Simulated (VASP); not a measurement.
Y:

```
Y
1.0
     0.00000    2.48500    2.48500
     2.48500    0.00000    2.48500
     2.48500    2.48500    0.00000
Y
1
Direct
  0.00000 0.00000 0.00000
```

This isn't the form of Y at room conditions, which is hcp.

Base run:

- Program: VASP 6.6.1
- Functional: r2SCAN
- Potentials or basis: VASP PAW PBE potentials, release 64 (Y_sv)
- Cutoff: 520 eV
- k mesh: 14 × 14 × 14
- Occupations: fermi-dirac, width 0.03 eV
- Spin: no spin polarisation

Its results: band gap on the k mesh zero (an odd number of electrons rules out a gap without spin polarisation); pressure 3.4 GPa.

Question: The run is repeated on the same cell with these changes: functional from r2SCAN to PBE; further incar settings from ALGO = Normal; EDIFF = 1e-08; NBANDS = 12 to ALGO = Normal; EDIFF = 1e-06; NBANDS = 12. What comes out?

Answer: Band gap on the k mesh zero (an odd number of electrons rules out a gap without spin polarisation); pressure 2.2 GPa.

Caveats: the cell stands under pressure (at least some runs); the PAW data sets were made with another functional, which shifts forces and pressure a little (at least some runs).
